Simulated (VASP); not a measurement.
Al: single point with PBE

Al:

```xyz
1
Lattice="0.0000 2.0250 2.0250 2.0250 0.0000 2.0250 2.0250 2.0250 0.0000" Properties=species:S:1:pos:R:3 pbc="T T T"
Al    0.0000    0.0000    0.0000
```

| Item | Value |
| --- | --- |
| Program | VASP 6.6.1 |
| Task | single point |
| Functional | PBE |
| Potentials or basis | VASP PAW PBE potentials, release 64 (Al) |
| Cutoff | 520 eV |
| k mesh | 8 × 8 × 8 |
| Occupations | gaussian, width 0.05 eV |
| Spin | no spin polarisation |

The pressure is -0.5 GPa.

Levels at points of the mesh, in eV from the Fermi level:
```
           k point  band 1  band 2  band 3  band 4  band 5
(0.00, 0.00, 0.00)  -11.19   12.49   12.49   12.49   13.93
(0.50, 0.00, 0.00)   -4.67   -4.47   11.24   11.24   11.33
(0.50, 0.50, 0.00)   -3.01   -1.70    5.16    5.47    5.47
```

Run time: 3.4 s on 1 thread of Intel(R) Xeon(R) Platinum 8488C (Sapphire Rapids), on a shared host, peak memory 0.12 GiB.
